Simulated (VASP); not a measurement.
# Ga (I4/mmm) in VASP: further runs

Runs on Ga. Level: PBEsol. Tasks: single point.

Program: VASP 6.6.1. These are calculated values, not measurements. Logs are shortened: lines on timing, memory, paths and dates and some standing lists are left out, and cuts for length are marked.

### 1 The cell of the first run

The structure is tetragonal, space group I4/mmm (No. 139). The conventional cell has a = 2.805 Å, b = 2.805 Å, c = 4.683 Å, α = 90.00°, β = 90.00°, γ = 90.00°. Ga (site symmetry 4/mmm) has 12 Ga at 2.81 to 3.07 Å within 3.7 Å.

### 2 Single point, PBEsol (volume scaled by 1.04)

File INCAR:

```
  ALGO = Normal
  EDIFF = 1E-6
  ENCUT = 520
  GGA = PS
  ISIF = 2
  ISMEAR = -1
  LASPH = True
  LCHARG = False
  LREAL = False
  LWAVE = False
  NBANDS = 12
  NELM = 80
  PREC = Accurate
  SIGMA = 0.05
```

File KPOINTS:

```
k-points
0
Gamma
  13 13 13
```

File POSCAR:

```
Ga
1.0
   -1.4026165814      1.4026165814      2.3416381643
    1.4026165814     -1.4026165814      2.3416381643
    1.4026165814      1.4026165814     -2.3416381643
Ga
1
Direct
    0.0000000000      0.0000000000      0.0000000000
```

Potentials or basis: VASP PAW PBE potentials, release 64 (Ga_d).

Command:

```bash
> cat potpaw_PBE.64/Ga_d/POTCAR > POTCAR
> mpirun -np 1 vasp_std > vasp.out
```

OUTCAR:

```text
EDIFF = 1E-6
   ENCUT = 520
   GGA = PS
   ISIF = 2
   ISMEAR = -1
   LASPH = True
   LREAL = False
   NELM = 80
   PREC = Accurate

 ion  position               nearest neighbor table
   1  0.000  0.000  0.000-

  LATTYP: Found a body centered tetragonal cell.
 ALAT       =     2.8052331628
 C/A-ratio  =     1.6694784557

  Lattice vectors:

 A1 = (  -1.4026165814,   1.4026165814,   2.3416381643)
 A2 = (   1.4026165814,  -1.4026165814,   2.3416381643)
 A3 = (   1.4026165814,   1.4026165814,  -2.3416381643)

Analysis of symmetry for initial positions (statically):
=====================================================================
 Subroutine PRICEL returns:
 Original cell was already a primitive cell.

 Routine SETGRP: Setting up the symmetry group for a
 body centered tetragonal supercell.

 Subroutine GETGRP returns: Found 16 space group operations
 (whereof 16 operations were pure point group operations)
 out of a pool of 16 trial point group operations.

The static configuration has the point symmetry D_4h.

Analysis of symmetry for dynamics (positions and initial velocities):
=====================================================================
 Subroutine PRICEL returns:
 Original cell was already a primitive cell.

 Routine SETGRP: Setting up the symmetry group for a
 body centered tetragonal supercell.

 Subroutine GETGRP returns: Found 16 space group operations
 (whereof 16 operations were pure point group operations)
 out of a pool of 16 trial point group operations.

The dynamic configuration has the point symmetry D_4h.

 Subroutine INISYM returns: Found 16 space group operations
 (whereof 16 operations are pure point group operations),
 and found     1 'primitive' translations

----------------------------------------------------------------------------------------

                                     Primitive cell

  volume of cell :      18.4271

  direct lattice vectors                    reciprocal lattice vectors
    -1.402616581  1.402616581  2.341638164     0.000000000  0.356476607  0.213525731
     1.402616581 -1.402616581  2.341638164     0.356476607  0.000000000  0.213525731
     1.402616581  1.402616581 -2.341638164     0.356476607  0.356476607  0.000000000

  length of vectors
     3.068865563  3.068865563  3.068865563     0.415534366  0.415534366  0.504134052

  position of ions in fractional coordinates (direct lattice)
     0.000000000  0.000000000  0.000000000

  ion indices of the primitive-cell ions
[... 75 lines left out ...]
   LREAL  =      F    real-space projection
   EDIFFG = 0.1E-04   stopping-criterion for IOM
   NSW    =      0    number of steps for IOM
   IBRION =     -1    ionic relax: 0-MD 1-quasi-New 2-CG
   NFREE  =      0    steps in history (QN), initial steepest desc. (CG)
   ISIF   =      2    stress and relaxation
   ISYM   =      2    0-nonsym 1-usesym 2-fastsym
   POTIM  = 0.5000    time-step for ionic-motion
   TEBEG  =    0.0;   TEEND  =   0.0 temperature during run
   PSTRESS=    0.0 pullay stress
   NELECT =      13.0000    total number of electrons
   NUPDOWN=      -1.0000    fix difference up-down
   EMIN   =  10.00;   EMAX   =-10.00  energy-range for DOS
   EFERMI =   0.00;   METHOD = LEGACY
   ISMEAR =    -1;   SIGMA  =   0.05  broadening in eV -4-tet -1-fermi 0-gaus
   EFERMI_NEDOS =   21; number of points for ismear=-14 and -15
   IALGO  =     38    algorithm
   IMIX   =      4    mixing-type and parameters
     AMIX     =   0.40;   BMIX     =  1.00
     AMIX_MAG =   1.60;   BMIX_MAG =  1.00
  volume/ion in A,a.u.               =      18.43       124.35
  Fermi-wavevector in a.u.,A,eV,Ry     =   1.457371  2.754031 28.897814  2.123929
  Thomas-Fermi vector in A             =   2.574180
   LORBIT       =      0    0 simple, 1 ext, 2 COOP (PROOUT), +10 PAW based schemes
   GGA     = PS    functional components
   LHFCALC =     F    Hartree Fock is set to
   AEXX    =    0.0000 exact exchange contribution
   IVDW    =     0    specifies the selected vdW correction
   LEPSILON=     F    determine dielectric tensor
   LRPA    =     F    only Hartree local field effects (RPA)
 non-spin polarized calculation
  energy-cutoff  :      520.00
  volume of cell :       18.43
 maximum number of plane-waves:       512
   NGX = 11   NGY = 11   NGZ = 11

 number of electron      12.9999998 magnetization

 Free energy of the ion-electron system (eV)
  ---------------------------------------------------
  ext. energy  EPLUGINS =         0.00000000
  ---------------------------------------------------
  free energy    TOTEN  =        -3.33155773 eV

  energy without entropy =       -3.32816019  energy(sigma->0) =       -3.32985896

 E-fermi :   5.5448     XC(G=0): -11.2689

 val. band max:        5.5292514706   @ k =  -0.1538  -0.3846   0.0769
 cond. band min:       5.5979873787   @ k =  -0.3077  -0.3846   0.0769
 fundamental gap:      0.0687359081
 Fermi energy:         5.5447591531

 k-point     1 :       0.0000    0.0000    0.0000
  band No.  band energies     occupation
      1      -9.3761      2.00000
      2      -9.2318      2.00000
      3      -9.1979      2.00000
      4      -9.1979      2.00000
      5      -9.0473      2.00000
      6      -5.6189      2.00000
      7      17.8092      0.00000
      8      18.1551      0.00000
      9      18.1551      0.00000
     10      21.6095      0.00000
     11      21.9799      0.00000
     12      22.5538      0.00000
[... 331 lines left out ...]
 k-point    24 :       0.4615    0.1538    0.0000
  band No.  band energies     occupation
      1      -9.3225      2.00000
      2      -9.2632      2.00000
      3      -9.2017      2.00000
      4      -9.0946      2.00000
      5      -9.0064      2.00000
      6       1.2428      2.00000
      7       2.2091      2.00000
      8      11.8993      0.00000
      9      13.6413      0.00000
     10      17.4692      0.00000
     11      19.7757      0.00000
     12      25.8931      0.00000

 [... further k-points ...]
[... 5 lines left out ...]
  --------------------------------------------------------------------------------------
  -------------------------------------------------------------------------------------
  Total       -0.2804259     -0.2804259     -0.2777914      0.0000000      0.0000000      0.0000000
  in kB      -24.3820910    -24.3820910    -24.1530305      0.0000000      0.0000000      0.0000000
  external PRESSURE =     -24.3057375 kB  Pullay stress =       0.0000000 kB

 VOLUME and BASIS-vectors are now :
 -----------------------------------------------------------------------------
  energy-cutoff  :      520.00
  volume of cell :       18.43
      direct lattice vectors                 reciprocal lattice vectors
    -1.402616581  1.402616581  2.341638164     0.000000000  0.356476607  0.213525731
     1.402616581 -1.402616581  2.341638164     0.356476607  0.000000000  0.213525731
     1.402616581  1.402616581 -2.341638164     0.356476607  0.356476607  0.000000000

 POSITION                                       TOTAL-FORCE (eV/Angst)
 -----------------------------------------------------------------------------------
      0.00000      0.00000      0.00000         0.000000      0.000000      0.000000
 -----------------------------------------------------------------------------------
    total drift:                               -0.000000      0.000000     -0.000000

  FREE ENERGIE OF THE ION-ELECTRON SYSTEM (eV)
  ---------------------------------------------------
  free  energy   TOTEN  =        -3.3315577319 eV

  energy  without entropy=       -3.3281601923  energy(sigma->0) =       -3.32985896
```

Run time: 21 s. Hardware: 1 thread of Intel Xeon Platinum 8259CL at 2.50GHz (Skylake/Cascade Lake), shared host; peak memory 0.17 GiB.

Results:

```yaml
Free_energy: -3.3316 eV
Pressure: -2.4 GPa
```

Caveat: the cell differs from its parent crystal (volume scaled by 1.04); the PAW data sets were made with another functional, which shifts forces and pressure a little.

### 3 Single point, PBEsol

This run uses another cell than the first one, of 17.72 Å³/atom, 0.962 times its volume.

File INCAR:

```
PREC = Accurate ; ENCUT = 520
EDIFF = 1E-6 ; ISMEAR = -1
SIGMA = 0.05 ; LREAL = F
LASPH = T ; NELM = 80
ALGO = Fast ; ISIF = 2
LWAVE = F ; LCHARG = F
GGA = PS ; NBANDS = 12
```

File KPOINTS:

```
Automatic mesh
0
Gamma
  10 10 10
```

File POSCAR:

```
Ga
1.0
   -1.3843987196      1.3843987196      2.3112238365
    1.3843987196     -1.3843987196      2.3112238365
    1.3843987196      1.3843987196     -2.3112238365
Ga
1
Direct
    0.0000000000      0.0000000000      0.0000000000
```

Potentials or basis: VASP PAW PBE potentials, release 64 (Ga_d).

Command:

```bash
> cat potpaw_PBE.64/Ga_d/POTCAR > POTCAR
> mpirun -np 1 vasp_std > vasp.out
```

OUTCAR:

```text
PREC = Accurate
   ENCUT = 520
   EDIFF = 1E-6
   ISMEAR = -1
   LREAL = F
   LASPH = T
   NELM = 80
   ISIF = 2
   GGA = PS

 ion  position               nearest neighbor table
   1  0.000  0.000  0.000-

  LATTYP: Found a body centered tetragonal cell.
 ALAT       =     2.7687974392
 C/A-ratio  =     1.6694784557

  Lattice vectors:

 A1 = (  -1.3843987196,   1.3843987196,   2.3112238365)
 A2 = (   1.3843987196,  -1.3843987196,   2.3112238365)
 A3 = (   1.3843987196,   1.3843987196,  -2.3112238365)

Analysis of symmetry for initial positions (statically):
=====================================================================
 Subroutine PRICEL returns:
 Original cell was already a primitive cell.

 Routine SETGRP: Setting up the symmetry group for a
 body centered tetragonal supercell.

 Subroutine GETGRP returns: Found 16 space group operations
 (whereof 16 operations were pure point group operations)
 out of a pool of 16 trial point group operations.

The static configuration has the point symmetry D_4h.

Analysis of symmetry for dynamics (positions and initial velocities):
[... 161 lines left out ...]
 fundamental gap:      0.1247375419
 Fermi energy:         5.9428600702

 k-point     1 :       0.0000    0.0000    0.0000
  band No.  band energies     occupation
      1      -9.0421      2.00000
      2      -8.8829      2.00000
      3      -8.8467      2.00000
      4      -8.8467      2.00000
      5      -8.6811      2.00000
      6      -5.5504      2.00000
      7      18.6668      0.00000
      8      18.9798      0.00000
      9      18.9798      0.00000
     10      22.3699      0.00000
     11      22.5875      0.00000
     12      23.2999      0.00000
[... 331 lines left out ...]
 k-point    24 :       0.4000    0.3000    0.0000
  band No.  band energies     occupation
      1      -8.9979      2.00000
      2      -8.9114      2.00000
      3      -8.7766      2.00000
      4      -8.7620      2.00000
      5      -8.6492      2.00000
      6       2.8819      2.00000
      7       4.4159      2.00000
      8       8.3436      0.00000
      9      11.4950      0.00000
     10      16.1163      0.00000
     11      23.6435      0.00000
     12      25.1391      0.00000

 [... further k-points ...]
[... 5 lines left out ...]
  --------------------------------------------------------------------------------------
  -------------------------------------------------------------------------------------
  Total        0.1542304      0.1542304     -0.2450249      0.0000000     -0.0000000      0.0000000
  in kB       13.9462071     13.9462071    -22.1562556      0.0000000     -0.0000000      0.0000000
  external PRESSURE =       1.9120529 kB  Pullay stress =       0.0000000 kB

 VOLUME and BASIS-vectors are now :
 -----------------------------------------------------------------------------
  energy-cutoff  :      520.00
  volume of cell :       17.72
      direct lattice vectors                 reciprocal lattice vectors
    -1.384398720  1.384398720  2.311223836     0.000000000  0.361167627  0.216335602
     1.384398720 -1.384398720  2.311223836     0.361167627  0.000000000  0.216335602
     1.384398720  1.384398720 -2.311223836     0.361167627  0.361167627  0.000000000

 POSITION                                       TOTAL-FORCE (eV/Angst)
 -----------------------------------------------------------------------------------
      0.00000      0.00000      0.00000        -0.000000      0.000000      0.000000
 -----------------------------------------------------------------------------------
    total drift:                                0.000000      0.000000     -0.000000

  FREE ENERGIE OF THE ION-ELECTRON SYSTEM (eV)
  ---------------------------------------------------
  free  energy   TOTEN  =        -3.3279261508 eV

  energy  without entropy=       -3.3242566308  energy(sigma->0) =       -3.32609139
```

stdout:

```text
POSCAR found type information on POSCAR Ga
 POSCAR found :  1 types and       1 ions
 scaLAPACK will be used
 -----------------------------------------------------------------------------
|                                                                             |
|                                                                             |
|     You enforced a specific xc type in the INCAR file but a different       |
|     I HOPE YOU KNOW WHAT YOU ARE DOING!                                     |
|                                                                             |
 -----------------------------------------------------------------------------

 LDA part: xc-table for (Slater+PW92), standard interpolation
 POSCAR, INCAR and KPOINTS ok, starting setup
 FFT: planning ... GRIDC
 FFT: planning ... GRID_SOFT
 FFT: planning ... GRID
 WAVECAR not read
 entering main loop
```

It took 13 s on 1 thread of Intel Xeon Platinum 8488C (Sapphire Rapids), shared host; peak memory 0.15 GiB.

What came out:

```
Free energy : -3.3279 eV
Pressure    : 0.2 GPa
```

Stress tensor (GPa, compression positive):
```
 1.39  0.00  0.00
 0.00  1.39  0.00
 0.00  0.00 -2.22
```

Levels at points of the mesh, in eV from the Fermi level:
```
           k point  band 4  band 5  band 6  band 7  band 8  band 9
(0.00, 0.00, 0.00)  -14.79  -14.62  -11.49   12.72   13.04   13.04
(0.50, 0.00, 0.00)  -14.62  -14.57   -4.86   -4.19    7.95   11.93
(0.50, 0.50, 0.00)  -14.62  -14.47   -1.94   -0.90    3.80    5.12
(0.50, 0.50, 0.50)  -14.58  -14.57   -4.45   -3.91    7.22    7.22
```

Caveat: the PAW data sets were made with another functional, which shifts forces and pressure a little.
